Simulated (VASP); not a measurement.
Here is a VASP 6.6.1 calculation.

The input INCAR:

```
ALGO = Normal
EDIFF = 1E-6
ENCUT = 520
GGA = PS
ISIF = 2
ISMEAR = -1
LASPH = T
LCHARG = F
LREAL = F
LWAVE = F
NBANDS = 18
NELM = 80
PREC = Accurate
SIGMA = 0.05
```

File KPOINTS:

```
k-points
0
Gamma
  13 13 13
```

The input POSCAR:

```
TiAl3
1.0
   -1.9081328214      1.9081328214      4.2754998564
    1.9081328214     -1.9081328214      4.2754998564
    1.9081328214      1.9081328214     -4.2754998564
Ti Al
1 3
Direct
    0.0000000000      0.0000000000      0.0000000000
    0.5000000000      0.5000000000      0.0000000000
    0.7500000000      0.2500000000      0.5000000000
    0.2500000000      0.7500000000      0.5000000000
```

Potentials or basis: VASP PAW PBE potentials, release 64 (Ti_sv, Al).

Run with:

```bash
$ cat potpaw_PBE.64/Ti_sv/POTCAR potpaw_PBE.64/Al/POTCAR > POTCAR
$ mpirun -np 1 vasp_std > vasp.out
```

(1) Estimate the pressure.

(2) What does it give for the band gap on the k mesh?

Results:

(1) 0.1 GPa.

(2) zero (an odd number of electrons rules out a gap without spin polarisation).

Caveat: the PAW data sets were made with another functional, which shifts forces and pressure a little.
